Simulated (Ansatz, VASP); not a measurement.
## Two plane-wave programs on CuO

File INCAR:

```
SYSTEM = CuO
  PREC = Accurate
  ENCUT = 600
  EDIFF = 1E-7
  ISMEAR = 0
  SIGMA = 0.1
  LREAL = .FALSE.
  LASPH = .TRUE.
  NELM = 120
  ALGO = Normal
  ISIF = 3
  LWAVE = .FALSE.
  LCHARG = .FALSE.
  IBRION = 2
  NSW = 60
  EDIFFG = -0.01
  GGA_COMPAT = .FALSE.
  NELMIN = 4
```

Contents of KPOINTS:

```
Automatic mesh
0
G
  10 10 5
  0 0 0
```

The input POSCAR:

```
CuO
1.0
    2.3418500000     -1.7113000000      0.0000000000
    2.3418500000      1.7113000000      0.0000000000
   -0.8500274268      0.0000000000      5.0578693947
Cu O
2 2
Direct
    0.5000000000      0.0000000000      0.5000000000
    0.0000000000      0.5000000000      0.0000000000
    0.4184000000      0.5816000000      0.7500000000
    0.5816000000      0.4184000000      0.2500000000
```

input.yaml

```yaml
crystal:
  lattice:
    - [2.34185, -1.7113, 0.0]
    - [2.34185, 1.7113, 0.0]
    - [-0.8500274268, 0.0, 5.0578693947]
  atoms:
    - { symbol: Cu, position: [0.5, 0.0, 0.5] }
    - { symbol: Cu, position: [0.0, 0.5, 0.0] }
    - { symbol: O, position: [0.4184, 0.5816, 0.75] }
    - { symbol: O, position: [0.5816, 0.4184, 0.25] }
hamiltonian:
  xc: lda
  pseudopotentials: { kind: paw }
kpoints:
  mp_grid: { grid: [10, 10, 5] }
scf:
  occupations: { method: gaussian, width: 0.1 }
output:
  forces: true
  stress: true
relax:
  f_tol: 0.01
  max_steps: 40
  cell: { stress_tol: 0.05 }
```

Alike in both runs: task relaxation of cell and atoms; functional LDA; k mesh 10 × 10 × 5; occupations gaussian, width 0.1 eV; no spin polarisation.

```csv
,VASP,Ansatz
version,VASP 6.6.1,Ansatz 0.2.0
potentials or method,"VASP PAW LDA potentials, release 64 (Cu, O)",Ansatz PAW
plane-wave cutoff (eV),600,420
valence electrons in the cell,34,50
```

|  | VASP | Ansatz | Ansatz less VASP |
| --- | --- | --- | --- |
| relaxed volume (Å³/atom) | 10.30 | 10.27 | -0.037 |
| relaxed cell length with the largest relative difference (Å) | 5.056 | 5.042 | -0.0142 |

LDA's correlation is that of Perdew and Zunger in VASP and of Perdew and Wang (1992) in Ansatz. VASP's potentials hold 34 valence electrons a cell and Ansatz's 50, so a difference there can come from the potentials and not from the codes.

Noted on Ansatz's run: the plane-wave basis is chosen anew once the cell has moved, so the energies of steps on either side of that aren't comparable.
